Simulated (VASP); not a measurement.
Ti:

```
Ti
1.0
     2.95000    0.00000    0.00000
    -1.47500    2.55477    0.00000
     0.00000    0.00000    4.68000
Ti
2
Direct
  0.33333 0.66667 0.25000
  0.66667 0.33333 0.75000
```

Base run:

```yaml
Program: VASP 6.6.1
Functional: r2SCAN
Potentials_or_basis: VASP PAW PBE potentials, release 64 (Ti_sv)
Cutoff: 550 eV
k_mesh: 12 × 12 × 7
Occupations: fermi-dirac, width 0.05 eV
Spin: no spin polarisation
```

Its results: band gap on the k mesh zero (band 12 reaches 9.09 eV, above the bottom of band 13 at 7.84 eV); pressure -1.7 GPa.

Problem. After a change of settings the same cell gave: band gap on the k mesh zero (band 12 reaches 9.33 eV, above the bottom of band 13 at 8.34 eV); pressure 0.9 GPa. Which change was it?
A. functional from r2SCAN to LDA; potentials or basis from VASP PAW PBE potentials, release 64 (Ti_sv) to VASP PAW LDA potentials, release 64 (Ti_sv); cutoff from 550 eV to 500 eV
B. functional from r2SCAN to BLYP; cutoff from 550 eV to 500 eV
C. functional from r2SCAN to PBEsol; cutoff from 550 eV to 500 eV

Solution. B.

Caveats: the PAW data sets were made with another functional, which shifts forces and pressure a little.
